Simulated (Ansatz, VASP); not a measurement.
**Two plane-wave programs on CO2**

The input INCAR:

```
ALGO     = Normal         # electronic algorithm
EDIFF    = 1E-6           # SCF threshold, eV
ENCUT    = 520            # plane-wave cutoff, eV
GGA      = PE             # functional
ISIF     = 2              # what is computed and relaxed
ISMEAR   = 0              # smearing method
LASPH    = True           # aspherical terms in the spheres
LCHARG   = False          # write CHGCAR
LREAL    = False          # projectors in reciprocal space
LWAVE    = False          # write WAVECAR
NBANDS   = 44             # bands
NELM     = 60             # most SCF steps
PREC     = Accurate       # precision mode
SIGMA    = 0.05           # smearing width, eV
```

The input KPOINTS:

```
k-points
0
Gamma
  4 4 4
```

Contents of POSCAR:

```
CO2
1.0
    6.0577362522      0.0000000000      0.0000000000
    0.0000000000      6.0577362522      0.0000000000
    0.0000000000      0.0000000000      5.9365815272
C O
4 8
Direct
    0.0000000000      0.0000000000      0.0000000000
    0.5000000000      0.0000000000      0.5000000000
    0.5000000000      0.5000000000      0.0000000000
    0.0000000000      0.5000000000      0.5000000000
    0.1114834447      0.1114834447      0.1114834447
    0.3885165553      0.8885165553      0.6114834447
    0.6114834447      0.3885165553      0.8885165553
    0.8885165553      0.6114834447      0.3885165553
    0.8885165553      0.8885165553      0.8885165553
    0.6114834447      0.1114834447      0.3885165553
    0.3885165553      0.6114834447      0.1114834447
    0.1114834447      0.3885165553      0.6114834447
```

Input for Ansatz:

```yaml
crystal:
  lattice:
    - [6.0577362522, 0.0, 0.0]
    - [0.0, 6.0577362522, 0.0]
    - [0.0, 0.0, 5.9365815272]
  atoms:
    - { symbol: C, position: [0.0, 0.0, 0.0] }
    - { symbol: C, position: [0.5, 0.0, 0.5] }
    - { symbol: C, position: [0.5, 0.5, 0.0] }
    - { symbol: C, position: [0.0, 0.5, 0.5] }
    - { symbol: O, position: [0.1114834447, 0.1114834447, 0.1114834447] }
    - { symbol: O, position: [0.3885165553, 0.8885165553, 0.6114834447] }
    - { symbol: O, position: [0.6114834447, 0.3885165553, 0.8885165553] }
    - { symbol: O, position: [0.8885165553, 0.6114834447, 0.3885165553] }
    - { symbol: O, position: [0.8885165553, 0.8885165553, 0.8885165553] }
    - { symbol: O, position: [0.6114834447, 0.1114834447, 0.3885165553] }
    - { symbol: O, position: [0.3885165553, 0.6114834447, 0.1114834447] }
    - { symbol: O, position: [0.1114834447, 0.3885165553, 0.6114834447] }
basis:
  ecutwfc: 520.0
kpoints:
  mp_grid: { grid: [4, 4, 4] }
hamiltonian:
  xc: pbe
scf:
  occupations: { method: gaussian, width: 0.05 }
output:
  forces: true
  stress: true
  eigenvalues: true
  write_density: true
  write_potential: true
  elf: true
  volumetric_format: npy
```

Change from the starting cell: engineering shear strain xz +0.0000, normal strain along z -0.0200.

Alike in both runs: task single point; functional PBE; k mesh 4 × 4 × 4; occupations gaussian, width 0.05 eV; no spin polarisation.

|  | VASP | Ansatz |
| --- | --- | --- |
| version | VASP 6.6.1 | Ansatz 0.2.0 |
| potentials or method | VASP PAW PBE potentials, release 64 (C, O), cutoff 520 eV | scalar-relativistic, plane waves, PAW |
| valence electrons in the cell | 64 | 64 |

Ansatz gave:

* gap on the k mesh at the Fermi level (eV): 6.69
* least direct gap on the mesh (eV): 6.69
* pressure (GPa): 1.9
* rms of the force components (eV/Å): 0.380

Question: Estimate VASP's values.

Answer: gap on the k mesh at the Fermi level (eV): 6.67; least direct gap on the mesh (eV): 6.67; pressure (GPa): 3.2; rms of the force components (eV/Å): 0.698.

Atom by atom the forces differ by 0.318 eV/Å (rms over components). The functional is the same, so the differences come from potentials, cutoffs and numerics.

Noted on VASP's run: the standard files for N, O and F lose accuracy on very short bonds.
